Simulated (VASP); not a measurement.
# CaS (Oldhamite) in VASP: a series of runs

The runs below take CaS (Oldhamite) through single point, with PBE.

All numbers are computed with VASP 6.6.1; they aren't measurements. Logs are shortened: lines on timing, memory, paths and dates and some standing lists are left out, and cuts for length are marked.

### Step 1. The cell of the first run

It takes space group Fm-3m (No. 225, cubic). Conventional cell: a = 5.686 Å, b = 5.686 Å, c = 5.686 Å, α = 90.00°, β = 90.00°, γ = 90.00°. Within 3.7 Å of Ca (site symmetry m-3m) lie 6 S at 2.84 Å. S (site symmetry m-3m) has 6 Ca at 2.84 Å within 3.7 Å.

### Step 2. Single point, PBE

The input, INCAR:

```
SYSTEM = CaS
PREC     = Accurate       ! precision mode
ENCUT    = 500            ! plane-wave cutoff, eV
EDIFF    = 1E-6           ! SCF threshold, eV
ISMEAR   = 0              ! smearing method
SIGMA    = 0.01           ! smearing width, eV
LREAL    = .FALSE.        ! projectors in reciprocal space
LASPH    = .TRUE.         ! aspherical terms in the spheres
NELM     = 120            ! most SCF steps
ALGO     = Normal         ! electronic algorithm
ISIF     = 2              ! what is computed and relaxed
LWAVE    = .FALSE.        ! write WAVECAR
LCHARG   = .FALSE.        ! write CHGCAR
GGA      = PE             ! functional
NBANDS   = 15             ! bands
GGA_COMPAT= .FALSE.
```

The input, KPOINTS:

```
regular mesh
0
G
  6 6 6
  0 0 0
```

The input, POSCAR:

```
CaS
1.0
    0.0000000000      2.8430000000      2.8430000000
    2.8430000000      0.0000000000      2.8430000000
    2.8430000000      2.8430000000      0.0000000000
Ca S
1 1
Direct
    0.0000000000      0.0000000000      0.0000000000
    0.5000000000      0.5000000000      0.5000000000
```

Potentials or basis: VASP PAW PBE potentials, release 64 (Ca_sv, S).

The run is started by

```sh
$ cat potpaw_PBE.64/Ca_sv/POTCAR potpaw_PBE.64/S/POTCAR > POTCAR
$ mpirun -np 1 vasp_std > vasp.out
```

OUTCAR:

```text
SYSTEM = CaS
   PREC = Accurate
   ENCUT = 500
   EDIFF = 1E-6
   ISMEAR = 0
   LREAL = .FALSE.
   LASPH = .TRUE.
   NELM = 120
   ISIF = 2
   GGA = PE

 ion  position               nearest neighbor table
   1  0.000  0.000  0.000-   2 2.84   2 2.84   2 2.84   2 2.84   2 2.84   2 2.84
   2  0.500  0.500  0.500-   1 2.84   1 2.84   1 2.84   1 2.84   1 2.84   1 2.84

  LATTYP: Found a face centered cubic cell.
 ALAT       =     5.6860000000

  Lattice vectors:

 A1 = (   0.0000000000,   2.8430000000,   2.8430000000)
 A2 = (   2.8430000000,   0.0000000000,   2.8430000000)
 A3 = (   2.8430000000,   2.8430000000,   0.0000000000)

Analysis of symmetry for initial positions (statically):
=====================================================================
 Subroutine PRICEL returns:
 Original cell was already a primitive cell.

 Routine SETGRP: Setting up the symmetry group for a
 face centered cubic supercell.

 Subroutine GETGRP returns: Found 48 space group operations
 (whereof 48 operations were pure point group operations)
 out of a pool of 48 trial point group operations.

The static configuration has the point symmetry O_h .

Analysis of symmetry for dynamics (positions and initial velocities):
=====================================================================
 Subroutine PRICEL returns:
 Original cell was already a primitive cell.

 Routine SETGRP: Setting up the symmetry group for a
 face centered cubic supercell.

 Subroutine GETGRP returns: Found 48 space group operations
 (whereof 48 operations were pure point group operations)
 out of a pool of 48 trial point group operations.

The dynamic configuration has the point symmetry O_h .

 Subroutine INISYM returns: Found 48 space group operations
 (whereof 48 operations are pure point group operations),
 and found     1 'primitive' translations

----------------------------------------------------------------------------------------

                                     Primitive cell

  volume of cell :      45.9579

  direct lattice vectors                    reciprocal lattice vectors
     0.000000000  2.843000000  2.843000000    -0.175870559  0.175870559  0.175870559
     2.843000000  0.000000000  2.843000000     0.175870559 -0.175870559  0.175870559
     2.843000000  2.843000000  0.000000000     0.175870559  0.175870559 -0.175870559

  length of vectors
     4.020609158  4.020609158  4.020609158     0.304616744  0.304616744  0.304616744

  position of ions in fractional coordinates (direct lattice)
     0.000000000  0.000000000  0.000000000
     0.500000000  0.500000000  0.500000000

  ion indices of the primitive-cell ions
[... 79 lines left out ...]
   EMIN   =  10.00;   EMAX   =-10.00  energy-range for DOS
   EFERMI =   0.00;   METHOD = LEGACY
   ISMEAR =     0;   SIGMA  =   0.01  broadening in eV -4-tet -1-fermi 0-gaus
   EFERMI_NEDOS =   21; number of points for ismear=-14 and -15
   IALGO  =     38    algorithm
   IMIX   =      4    mixing-type and parameters
     AMIX     =   0.40;   BMIX     =  1.00
     AMIX_MAG =   1.60;   BMIX_MAG =  1.00
  volume/ion in A,a.u.               =      22.98       155.07
  Fermi-wavevector in a.u.,A,eV,Ry     =   1.151670  2.176340 18.045996  1.326343
  Thomas-Fermi vector in A             =   2.288326
   LORBIT       =      0    0 simple, 1 ext, 2 COOP (PROOUT), +10 PAW based schemes
   GGA     = PE    functional components
   LHFCALC =     F    Hartree Fock is set to
   AEXX    =    0.0000 exact exchange contribution
   IVDW    =     0    specifies the selected vdW correction
   LEPSILON=     F    determine dielectric tensor
   LRPA    =     F    only Hartree local field effects (RPA)
 non-spin polarized calculation
 Gauss-broadening in eV      SIGMA  =   0.01
  energy-cutoff  :      500.00
  volume of cell :       45.96
 maximum number of plane-waves:      1211
 NGX is ok and might be reduce to    30
   NGX = 15   NGY = 15   NGZ = 15

 number of electron      16.0000004 magnetization

 Free energy of the ion-electron system (eV)
  ---------------------------------------------------
  ext. energy  EPLUGINS =         0.00000000
  ---------------------------------------------------
  free energy    TOTEN  =       -10.36200410 eV

  energy without entropy =      -10.36200410  energy(sigma->0) =      -10.36200410

 E-fermi :   2.8515     XC(G=0):  -9.3356

 val. band max:        2.7623842489   @ k =   0.0000   0.0000   0.0000
 cond. band min:       5.1082395526   @ k =   0.5000   0.5000   0.0000
 fundamental gap:      2.3458553037
 Fermi energy:         2.8515012200

 k-point     1 :       0.0000    0.0000    0.0000
  band No.  band energies     occupation
      1     -36.4195      2.00000
      2     -17.4001      2.00000
      3     -17.4001      2.00000
      4     -17.4001      2.00000
      5      -8.5791      2.00000
      6       2.7624      2.00000
      7       2.7624      2.00000
      8       2.7624      2.00000
      9       6.9258      0.00000
     10       6.9258      0.00000
     11       6.9258      0.00000
     12       6.9393      0.00000
     13       7.5237      0.00000
     14       7.5237      0.00000
[... 257 lines left out ...]
      2     -17.5061      2.00000
      3     -17.4685      2.00000
      4     -17.4574      2.00000
      5      -7.8616      2.00000
      6       0.6954      2.00000
      7       1.3518      2.00000
      8       1.3728      2.00000
      9       6.4324      0.00000
     10       8.6793      0.00000
     11       8.6827      0.00000
     12       9.3111      0.00000
     13       9.5760      0.00000
     14      10.6401      0.00000
     15      12.7864      0.00000

------------------------ aborting loop because EDIFF is reached ----------------------------------------

  FORCE on cell =-STRESS in cart. coord.  units (eV):
  Direction    XX          YY          ZZ          XY          YZ          ZX
  --------------------------------------------------------------------------------------
  -------------------------------------------------------------------------------------
  Total        0.2738865      0.2738865      0.2738865      0.0000000      0.0000000      0.0000000
  in kB        9.5481815      9.5481815      9.5481815      0.0000000      0.0000000      0.0000000
  external PRESSURE =       9.5481815 kB  Pullay stress =       0.0000000 kB

 VOLUME and BASIS-vectors are now :
 -----------------------------------------------------------------------------
  energy-cutoff  :      500.00
  volume of cell :       45.96
      direct lattice vectors                 reciprocal lattice vectors
     0.000000000  2.843000000  2.843000000    -0.175870559  0.175870559  0.175870559
     2.843000000  0.000000000  2.843000000     0.175870559 -0.175870559  0.175870559
     2.843000000  2.843000000  0.000000000     0.175870559  0.175870559 -0.175870559

 POSITION                                       TOTAL-FORCE (eV/Angst)
 -----------------------------------------------------------------------------------
      0.00000      0.00000      0.00000         0.000000     -0.000000     -0.000000
      2.84300      2.84300      2.84300        -0.000000      0.000000      0.000000
 -----------------------------------------------------------------------------------
    total drift:                               -0.000000      0.000000      0.000000

  FREE ENERGIE OF THE ION-ELECTRON SYSTEM (eV)
  ---------------------------------------------------
  free  energy   TOTEN  =       -10.3620041041 eV

  energy  without entropy=      -10.3620041041  energy(sigma->0) =      -10.36200410
```

stdout:

```text
POSCAR found type information on POSCAR CaS
 POSCAR found :  2 types and       2 ions
 scaLAPACK will be used
 LDA part: xc-table for (Slater+PW92), standard interpolation
 POSCAR, INCAR and KPOINTS ok, starting setup
 FFT: planning ... GRIDC
 FFT: planning ... GRID_SOFT
 FFT: planning ... GRID
 WAVECAR not read
 entering main loop
```

Wall time 21 s (1 thread of AMD EPYC 7R13, shared host); peak memory 0.14 GiB.

Results:

```yaml
Free_energy: -10.3620 eV
Pressure: 1.0 GPa
Band_gap_on_the_k_mesh: 2.35 eV, indirect (least direct gap 3.16 eV)
```

A k mesh can miss the band edges.

### Step 3. Single point, PBE

The input, INCAR:

```
PREC = Accurate
ENCUT = 500
EDIFF = 1E-6
ISMEAR = 0
SIGMA = 0.01
LREAL = False
LASPH = True
NELM = 120
ALGO = Normal
ISIF = 2
LWAVE = False
LCHARG = False
GGA = PE
NBANDS = 15
GGA_COMPAT = False
```

The input, KPOINTS:

```
Automatic mesh
0
Gamma
  6 6 6
```

Edit POSCAR of step 2 so:

```diff
@@ -8,3 +8,3 @@
 Direct
-    0.0000000000      0.0000000000      0.0000000000
+   -0.0052761168      0.0052761168      0.0052761168
     0.5000000000      0.5000000000      0.5000000000
```

Potentials or basis: VASP PAW PBE potentials, release 64 (Ca_sv, S).

The run is started by

```sh
$ cat potpaw_PBE.64/Ca_sv/POTCAR potpaw_PBE.64/S/POTCAR > POTCAR
$ mpirun -np 1 vasp_std > vasp.out
```

It took 31 s on 1 thread of AMD EPYC 7R13, shared host; peak memory 0.14 GiB.

The run converged. Its results:

| Property | Result |
| --- | --- |
| Free energy | -10.3605 eV |
| Pressure | 1.0 GPa |
| Largest force | 0.098 eV/Å |
| Band gap on the k mesh | 2.35 eV, indirect (least direct gap 3.16 eV) |

Forces on the atoms (eV/Å):
```
Ca  -0.098  0.000  0.000
S    0.098  0.000  0.000
```

Levels at points of the mesh, in eV from the valence-band top:
| k point | band 4 | band 5 | band 6 | band 7 | band 8 | band 9 | band 10 | band 11 | band 12 | band 13 |
| --- | --- | --- | --- | --- | --- | --- | --- | --- | --- | --- |
| (0.00, 0.00, 0.00) | -20.16 | -11.34 | 0.00 | 0.00 | 0.00 | 4.17 | 4.17 | 4.17 | 4.18 | 4.76 |
| (0.50, 0.00, 0.00) | -20.17 | -10.52 | -3.11 | -1.16 | -1.16 | 5.23 | 6.08 | 6.21 | 6.21 | 8.17 |
| (0.50, 0.50, 0.00) | -20.21 | -10.71 | -2.28 | -0.81 | -0.81 | 2.35 | 5.62 | 6.04 | 6.80 | 6.81 |
| (0.00, 0.50, 0.50) | -20.21 | -10.71 | -2.28 | -0.81 | -0.81 | 2.35 | 5.62 | 6.04 | 6.80 | 6.81 |
